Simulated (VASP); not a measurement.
Wanted: the native input for a VASP 6.6.1 run.

```yaml
Task: single point
Functional: PBE
Potentials_or_basis: VASP PAW PBE potentials, release 64 (Te, P)
Cutoff: 400 eV
k_mesh: 3 × 2 × 2
Occupations: gaussian, width 0.1 eV
Spin: no spin polarisation
Dipole_correction: no
Further_INCAR_settings: ALGO = Normal; EDIFF = 1e-06; NBANDS = 60
```

The structure of Te3P lies in POSCAR:

```
Te3P
1.0
    0.0000000000      0.0000000000      5.8386940000
    5.9254040000     -5.9254040000      2.9193470000
    5.9254040000      5.9254040000     -2.9193470000
Te P
12 4
Direct
    0.3550807584     -0.0043166677      0.1774064688
    0.6350779096      0.1908558471      0.0066076507
    0.1755149957      0.0012529947      0.8144613431
    0.8205966850      0.8168534162     -0.0019896534
    0.5759297301      0.0001637019      0.6018830108
    0.4352462127      0.5959513478     -0.0041974353
    0.9719703993     -0.0051824314      0.4068291377
    0.0376228887      0.4030838235     -0.0030177689
    0.4980524471      0.3531087501      0.3565262385
    0.1586052081      0.3539949344      0.6555223914
    0.4961838131      0.6428649422      0.6361540074
    0.8479944762      0.6488352524      0.3539382294
   -0.0024790549      0.2930656711      0.2785677567
    0.7046184900      0.2898289298      0.7148375874
    0.0082187780      0.7190242218      0.7149893914
    0.2571959572      0.7085208874      0.2910951726
```

These files were run (other wordings do the same):

INCAR

```
PREC = Accurate ; ENCUT = 400
EDIFF = 1E-6 ; ISMEAR = 0
SIGMA = 0.1 ; LREAL = F
LASPH = T ; NELM = 120
ALGO = Normal ; ISIF = 2
LWAVE = F ; LCHARG = F
GGA = PE ; NBANDS = 60
GGA_COMPAT = F
```

KPOINTS

```
Automatic mesh
0
Gamma
  3 2 2
```

Potentials or basis: VASP PAW PBE potentials, release 64 (Te, P).

Run with:

```bash
$ cat potpaw_PBE.64/Te/POTCAR potpaw_PBE.64/P/POTCAR > POTCAR
$ mpirun -np 1 vasp_std > vasp.out
```

It gave:

- Pressure: -0.3 GPa
- Largest force: 0.709 eV/Å
- Band gap on the k mesh: zero (bands 46 and 47 overlap by 0.24 eV)

Caveat: the k points lie up to 0.40 Å⁻¹ apart; spin-orbit coupling is left out, which moves the levels of the heavy elements.

Wall time 110 s on 1 thread of Intel(R) Xeon(R) 6975P-C (Granite Rapids), with other jobs on the host, peak memory 0.38 GiB.
